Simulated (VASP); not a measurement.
Cr4F: single point with PBE

Crystal: Cr4F.

```
Cr F
1.0
    -2.10756    3.14555    2.10756
     3.08583   -3.14555    3.08583
     2.10756    3.14555   -2.10756
Cr F
4 1
Direct
  0.50000 0.50000 0.50000
  0.00000 0.00000 0.50000
  0.00000 0.50000 0.00000
  0.50000 0.00000 0.00000
  0.00000 0.00000 0.00000
```

The cell was generated, and may not be a known phase.

- Program: VASP 6.6.1
- Task: single point
- Functional: PBE
- Potentials or basis: VASP PAW PBE potentials, release 64 (Cr_pv, F)
- Cutoff: 520 eV
- k mesh: 6 × 6 × 6
- Occupations: gaussian, width 0.1 eV
- Spin: collinear spin, antiferromagnetic start
- Starting moments: [3.0, -3.0, 3.0, -3.0, 0.0] μB

| Quantity | Value |
| --- | --- |
| Pressure | 0.1 GPa |
| Net moment | 0.66 μB per cell |
| Site moments | Cr +3.58, -3.40 (each value once); F +0.01 μB |
| Valence electrons inside the program's atomic spheres | Cr 10.59, 10.62 (each value once); F 6.08 |

Stress tensor (GPa, compression positive):
```
 0.16  0.00 -0.03
 0.00 -0.02  0.00
-0.03  0.00  0.16
```

Levels at points of the mesh, in eV from the Fermi level:
Spin up:
```
           k point  band 25  band 26  band 27  band 28  band 29  band 30  band 31  band 32
(0.00, 0.00, 0.00)    -1.11    -0.40     0.19     0.78     1.25     1.76     1.89     2.12
(0.50, 0.00, 0.00)    -1.33    -1.12    -0.94    -0.66     0.54     0.84     1.61     1.66
(0.00, 0.50, 0.00)    -0.76    -0.73    -0.37    -0.08     0.20     0.35     0.38     0.82
(0.50, 0.00, 0.50)    -0.99    -0.83    -0.77    -0.74    -0.19     0.87     1.34     1.43
(0.50, 0.50, 0.50)    -1.02    -0.85    -0.73    -0.40     0.88     1.10     1.51     1.64
```
Spin down:
```tsv
k point	band 25	band 26	band 27	band 28	band 29	band 30
(0.00, 0.00, 0.00)	-0.88	-0.62	-0.14	0.83	1.33	1.46
(0.50, 0.00, 0.00)	-1.19	-1.06	-0.56	0.40	0.50	1.16
(0.00, 0.50, 0.00)	-0.97	-0.65	-0.60	-0.15	-0.01	0.69
(0.50, 0.00, 0.50)	-0.99	-0.77	-0.18	0.07	0.14	0.73
(0.50, 0.50, 0.50)	-1.03	-0.30	0.07	0.16	1.15	1.48
```

Run time: 3.9 min on 1 thread of Intel(R) Xeon(R) Platinum 8259CL CPU @ 2.50GHz (Skylake/Cascade Lake), with other jobs on the host, peak memory 0.35 GiB.

With open d or f shells a metallic result of PBE can be an artefact of self-interaction; +U or a hybrid may open a gap.
